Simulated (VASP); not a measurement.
# Sc3H (Pm-3m) in VASP: notebook

The runs below take Sc3H through single point, relaxation of cell and atoms, with PBE.

Program: VASP 6.6.1. These are calculated values, not measurements. Logs are shortened: lines on timing, memory, paths and dates and some standing lists are left out, and cuts for length are marked.

**1. The cell of the first run**

The structure is cubic, space group Pm-3m (No. 221). Conventional cell: a = 4.331 Å, b = 4.331 Å, c = 4.331 Å, α = 90.00°, β = 90.00°, γ = 90.00°. Within 4.0 Å of Sc (site symmetry 4/mmm) lie 8 Sc at 3.06 Å and 4 H at 3.06 Å. Within 4.0 Å of H (site symmetry m-3m) lie 12 Sc at 3.06 Å.

**2. Single point, PBE**

The input, INCAR:

```
  PREC = Accurate
  ENCUT = 520
  EDIFF = 1E-6
  ISMEAR = 0
  SIGMA = 0.1
  LREAL = False
  LASPH = True
  NELM = 80
  ALGO = Fast
  ISIF = 2
  LWAVE = False
  LCHARG = False
  GGA = PE
  NBANDS = 25
```

The input, KPOINTS:

```
regular mesh
0
Gamma
  4 4 4
```

The input, POSCAR:

```
Sc3H
1.0
    4.3309982868      0.0000000000      0.0000000000
    0.0000000000      4.3309982868      0.0000000000
    0.0000000000      0.0000000000      4.3309982868
Sc H
3 1
Direct
    0.0000000000      0.5000000000      0.5000000000
    0.5000000000      0.0000000000      0.5000000000
    0.5000000000      0.5000000000      0.0000000000
    0.0000000000      0.0000000000      0.0000000000
```

Potentials or basis: VASP PAW PBE potentials, release 64 (Sc_sv, H).

Command:

```console
$ cat potpaw_PBE.64/Sc_sv/POTCAR potpaw_PBE.64/H/POTCAR > POTCAR
$ mpirun -np 1 vasp_std > vasp.out
```

OUTCAR:

```text
PREC = Accurate
   ENCUT = 520
   EDIFF = 1E-6
   ISMEAR = 0
   LREAL = False
   LASPH = True
   NELM = 80
   ISIF = 2
   GGA = PE

 ion  position               nearest neighbor table
   1  0.000  0.500  0.500-   2 3.06   3 3.06   3 3.06   2 3.06   2 3.06   3 3.06   3 3.06   2 3.06

   2  0.500  0.000  0.500-   1 3.06   3 3.06   3 3.06   1 3.06   3 3.06   3 3.06   1 3.06   1 3.06

   3  0.500  0.500  0.000-   1 3.06   2 3.06   1 3.06   2 3.06   2 3.06   2 3.06   1 3.06   1 3.06

   4  0.000  0.000  0.000-

  LATTYP: Found a simple cubic cell.
 ALAT       =     4.3309982868

  Lattice vectors:

 A1 = (   4.3309982868,   0.0000000000,   0.0000000000)
 A2 = (   0.0000000000,   4.3309982868,   0.0000000000)
 A3 = (   0.0000000000,   0.0000000000,   4.3309982868)

Analysis of symmetry for initial positions (statically):
=====================================================================
 Subroutine PRICEL returns:
 Original cell was already a primitive cell.

 Routine SETGRP: Setting up the symmetry group for a
 simple cubic supercell.

 Subroutine GETGRP returns: Found 48 space group operations
 (whereof 48 operations were pure point group operations)
 out of a pool of 48 trial point group operations.

The static configuration has the point symmetry O_h .

Analysis of symmetry for dynamics (positions and initial velocities):
=====================================================================
 Subroutine PRICEL returns:
 Original cell was already a primitive cell.

 Routine SETGRP: Setting up the symmetry group for a
 simple cubic supercell.

 Subroutine GETGRP returns: Found 48 space group operations
 (whereof 48 operations were pure point group operations)
 out of a pool of 48 trial point group operations.

The dynamic configuration has the point symmetry O_h .

 Subroutine INISYM returns: Found 48 space group operations
 (whereof 48 operations are pure point group operations),
 and found     1 'primitive' translations

----------------------------------------------------------------------------------------

                                     Primitive cell

  volume of cell :      81.2389

  direct lattice vectors                    reciprocal lattice vectors
     4.330998287  0.000000000  0.000000000     0.230893649  0.000000000  0.000000000
     0.000000000  4.330998287  0.000000000     0.000000000  0.230893649  0.000000000
     0.000000000  0.000000000  4.330998287     0.000000000  0.000000000  0.230893649

  length of vectors
     4.330998287  4.330998287  4.330998287     0.230893649  0.230893649  0.230893649

  position of ions in fractional coordinates (direct lattice)
     0.000000000  0.500000000  0.500000000
     0.500000000  0.000000000  0.500000000
     0.500000000  0.500000000  0.000000000
     0.000000000  0.000000000  0.000000000

  ion indices of the primitive-cell ions
   primitive index   ion index
                 1           1
                 2           2
                 3           3
                 4           4

----------------------------------------------------------------------------------------

 KPOINTS: regular mesh

Automatic generation of k-mesh.
 Grid dimensions read from file:
 generate k-points for:    4    4    4

 Generating k-lattice:

  Cartesian coordinates                     Fractional coordinates (reciprocal lattice)
     0.057723412  0.000000000  0.000000000     0.250000000  0.000000000  0.000000000
     0.000000000  0.057723412  0.000000000     0.000000000  0.250000000  0.000000000
     0.000000000  0.000000000  0.057723412     0.000000000  0.000000000  0.250000000

  Length of vectors
     0.057723412  0.057723412  0.057723412

  Shift w.r.t. Gamma in fractional coordinates (k-lattice)
     0.000000000  0.000000000  0.000000000

 Subroutine IBZKPT returns following result:
 ===========================================

 Found     10 irreducible k-points:

 Following reciprocal coordinates:
            Coordinates               Weight
  0.000000  0.000000  0.000000      1.000000
  0.250000  0.000000  0.000000      6.000000
  0.500000  0.000000  0.000000      3.000000
  0.250000  0.250000  0.000000     12.000000
  0.500000  0.250000  0.000000     12.000000
  0.500000  0.500000  0.000000      3.000000
  0.250000  0.250000  0.250000      8.000000
  0.500000  0.250000  0.250000     12.000000
  0.500000  0.500000  0.250000      6.000000
  0.500000  0.500000  0.500000      1.000000
   k-points           NKPTS =     10   k-points in BZ     NKDIM =     10   number of bands    NBANDS=     25
   number of dos      NEDOS =    301   number of ions     NIONS =      4
   total plane-waves  NPLWV =  32768
   dimension x,y,z NGX =    32 NGY =   32 NGZ =   32
   dimension x,y,z NGXF=    64 NGYF=   64 NGZF=   64
   ions per type =               3   1
   NGX,Y,Z   is equivalent  to a cutoff of  12.28, 12.28, 12.28 a.u.
   NGXF,Y,Z  is equivalent  to a cutoff of  24.57, 24.57, 24.57 a.u.
 SYSTEM =  unknown system
   PREC   = accura    normal or accurate (medium, high low for compatibility)
   ISTART =      0    job   : 0-new  1-cont  2-samecut
   ICHARG =      2    charge: 1-file 2-atom 10-const
   ISPIN  =      1    spin polarized calculation?
   LNONCOLLINEAR =      F non collinear calculations
   LSORBIT =      F    spin-orbit coupling
   LASPH  =      T    aspherical Exc in radial PAW
   ENCUT  =  520.0 eV  38.22 Ry    6.18 a.u.   8.05  8.05  8.05*2*pi/ulx,y,z
   NELM   =     80;   NELMIN=  2; NELMDL= -5     # of ELM steps
   EDIFF  = 0.1E-05   stopping-criterion for ELM
   LREAL  =      F    real-space projection
   EDIFFG = 0.1E-04   stopping-criterion for IOM
   NSW    =      0    number of steps for IOM
   IBRION =     -1    ionic relax: 0-MD 1-quasi-New 2-CG
   NFREE  =      0    steps in history (QN), initial steepest desc. (CG)
   ISIF   =      2    stress and relaxation
   ISYM   =      2    0-nonsym 1-usesym 2-fastsym
   POTIM  = 0.5000    time-step for ionic-motion
   TEBEG  =    0.0;   TEEND  =   0.0 temperature during run
   PSTRESS=    0.0 pullay stress
   NELECT =      34.0000    total number of electrons
   NUPDOWN=      -1.0000    fix difference up-down
   EMIN   =  10.00;   EMAX   =-10.00  energy-range for DOS
   EFERMI =   0.00;   METHOD = LEGACY
   ISMEAR =     0;   SIGMA  =   0.10  broadening in eV -4-tet -1-fermi 0-gaus
   EFERMI_NEDOS =   21; number of points for ismear=-14 and -15
   IALGO  =     68    algorithm
   IMIX   =      4    mixing-type and parameters
     AMIX     =   0.40;   BMIX     =  1.00
     AMIX_MAG =   1.60;   BMIX_MAG =  1.00
  volume/ion in A,a.u.               =      20.31       137.06
  Fermi-wavevector in a.u.,A,eV,Ry     =   1.224559  2.314081 20.402552  1.499545
  Thomas-Fermi vector in A             =   2.359629
   LORBIT       =      0    0 simple, 1 ext, 2 COOP (PROOUT), +10 PAW based schemes
   GGA     = PE    functional components
   LHFCALC =     F    Hartree Fock is set to
   AEXX    =    0.0000 exact exchange contribution
   IVDW    =     0    specifies the selected vdW correction
   LEPSILON=     F    determine dielectric tensor
   LRPA    =     F    only Hartree local field effects (RPA)
 non-spin polarized calculation
 RMM-DIIS sequential band-by-band and
 Gauss-broadening in eV      SIGMA  =   0.10
  energy-cutoff  :      520.00
  volume of cell :       81.24
 maximum number of plane-waves:      2272
   NGX = 17   NGY = 17   NGZ = 17

 number of electron      33.9999996 magnetization

 Free energy of the ion-electron system (eV)
  ---------------------------------------------------
  ext. energy  EPLUGINS =         0.00000000
  ---------------------------------------------------
  free energy    TOTEN  =       -19.55614487 eV

  energy without entropy =      -19.54454774  energy(sigma->0) =      -19.55034631

 E-fermi :   3.4532     XC(G=0):  -9.6353

 val. band max:        3.4436456244   @ k =   0.5000   0.0000   0.0000
 cond. band min:       3.5440744636   @ k =   0.5000   0.2500   0.0000
 fundamental gap:      0.1004288391
 Fermi energy:         3.4532349635

 k-point     1 :       0.0000    0.0000    0.0000
  band No.  band energies     occupation
      1     -46.0349      2.00000
      2     -45.9062      2.00000
      3     -45.9062      2.00000
      4     -24.8674      2.00000
      5     -24.8674      2.00000
      6     -24.8674      2.00000
[... 17 lines left out ...]
     24       6.3725      0.00000
     25       6.3726      0.00000

 k-point     2 :       0.2500    0.0000    0.0000
  band No.  band energies     occupation
      1     -46.0185      2.00000
      2     -45.9225      2.00000
      3     -45.9060      2.00000
      4     -24.8291      2.00000
      5     -24.8291      2.00000
      6     -24.8105      2.00000
[... 17 lines left out ...]
     24       6.2978      0.00000
     25       6.5630      0.00000

 k-point     3 :       0.5000    0.0000    0.0000
  band No.  band energies     occupation
      1     -45.9919      2.00000
      2     -45.9490      2.00000
      3     -45.9058      2.00000
      4     -24.7745      2.00000
      5     -24.7745      2.00000
      6     -24.7143      2.00000
[... 17 lines left out ...]
     24       5.5506      0.00000
     25       5.9002      0.00000

 k-point     4 :       0.2500    0.2500    0.0000
  band No.  band energies     occupation
      1     -46.0039      2.00000
      2     -45.9274      2.00000
      3     -45.9153      2.00000
      4     -24.8518      2.00000
      5     -24.7896      2.00000
      6     -24.7365      2.00000
[... 17 lines left out ...]
     24       6.0706      0.00000
     25       6.3910      0.00000
[... 85 lines left out ...]
 k-point     8 :       0.5000    0.2500    0.2500
  band No.  band energies     occupation
      1     -45.9700      2.00000
      2     -45.9485      2.00000
      3     -45.9270      2.00000
      4     -24.8606      2.00000
      5     -24.8246      2.00000
      6     -24.8019      2.00000
[... 17 lines left out ...]
     24       5.9383      0.00000
     25       6.0304      0.00000

 k-point     9 :       0.5000    0.5000    0.2500
  band No.  band energies     occupation
      1     -45.9484      2.00000
      2     -45.9483      2.00000
      3     -45.9483      2.00000
      4     -24.8855      2.00000
      5     -24.8748      2.00000
      6     -24.8121      2.00000
[... 17 lines left out ...]
     24       6.0707      0.00000
     25       6.1783      0.00000

 k-point    10 :       0.5000    0.5000    0.5000
  band No.  band energies     occupation
      1     -45.9481      2.00000
      2     -45.9481      2.00000
      3     -45.9481      2.00000
      4     -24.9652      2.00000
      5     -24.8740      2.00000
      6     -24.8740      2.00000
[... 17 lines left out ...]
     24       5.7529      0.00000
     25       5.9540      0.00000

------------------------ aborting loop because EDIFF is reached ----------------------------------------

  FORCE on cell =-STRESS in cart. coord.  units (eV):
  Direction    XX          YY          ZZ          XY          YZ          ZX
  --------------------------------------------------------------------------------------
  -------------------------------------------------------------------------------------
  Total        0.0653745      0.0653745      0.0653745     -0.0000000      0.0000000     -0.0000000
  in kB        1.2893036      1.2893036      1.2893036     -0.0000000      0.0000000     -0.0000000
  external PRESSURE =       1.2893036 kB  Pullay stress =       0.0000000 kB

 VOLUME and BASIS-vectors are now :
 -----------------------------------------------------------------------------
  energy-cutoff  :      520.00
  volume of cell :       81.24
      direct lattice vectors                 reciprocal lattice vectors
     4.330998287  0.000000000  0.000000000     0.230893649  0.000000000  0.000000000
     0.000000000  4.330998287  0.000000000     0.000000000  0.230893649  0.000000000
     0.000000000  0.000000000  4.330998287     0.000000000  0.000000000  0.230893649

 POSITION                                       TOTAL-FORCE (eV/Angst)
 -----------------------------------------------------------------------------------
      0.00000      2.16550      2.16550         0.000000      0.000000      0.000000
      2.16550      0.00000      2.16550         0.000000      0.000000      0.000000
      2.16550      2.16550      0.00000         0.000000      0.000000      0.000000
      0.00000      0.00000      0.00000         0.000000      0.000000      0.000000
 -----------------------------------------------------------------------------------
    total drift:                                0.000000     -0.000000     -0.000000

  FREE ENERGIE OF THE ION-ELECTRON SYSTEM (eV)
  ---------------------------------------------------
  free  energy   TOTEN  =       -19.5561448689 eV

  energy  without entropy=      -19.5445477444  energy(sigma->0) =      -19.55034631
```

Wall time 29 s (1 thread of AMD EPYC 9755, shared host); peak memory 0.14 GiB.

What came out:

```yaml
Free_energy: -19.5561 eV
Pressure: 0.1 GPa
Band_gap_on_the_k_mesh: zero (bands 17 and 18 overlap by 1.03 eV)
```

Caveat: the k points lie up to 0.36 Å⁻¹ apart, too coarse for converged energies and pressures of a metal.

(Continued in part 2 of 2.)

The gap in the log of VASP goes by the Fermi energy; the results here count the filled bands.